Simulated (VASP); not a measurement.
Crystal: Ge.

```
Ge
1.0
     3.99566    0.00000    0.00000
    -1.99783    3.46035    0.00000
     0.00000    0.00000   10.84478
Ge
4
Cartesian
  1.9978 1.1534 4.4989
  0.0000 2.3069 9.9213
  0.0000 0.0000 5.1779
  0.0000 0.0000 10.6003
```

Base run:

```yaml
Program: VASP 6.6.1
Functional: PBE
Potentials_or_basis: VASP PAW PBE potentials, release 64 (Ge_d)
Cutoff: 520 eV
k_mesh: 8 × 8 × 3
Occupations: fermi-dirac, width 0.05 eV
Spin: no spin polarisation
```

Its results: band gap on the k mesh 0.69 eV (least direct gap 0.70 eV); pressure 1.0 GPa; largest force 0.082 eV/Å.

Q: The run is repeated on the same cell with these changes: functional from PBE to PBEsol; further incar settings from ALGO = Normal; EDIFF = 1e-06; NBANDS = 36 to ALGO = Normal; EDIFF = 1e-07; NBANDS = 36. What comes out?

A: Band gap on the k mesh 0.69 eV (least direct gap 0.70 eV); pressure -0.5 GPa; largest force 0.072 eV/Å.

Caveats: an odd mesh through Γ misses points on the zone boundary, where band edges can lie; the PAW data sets were made with another functional, which shifts forces and pressure a little (at least some runs).
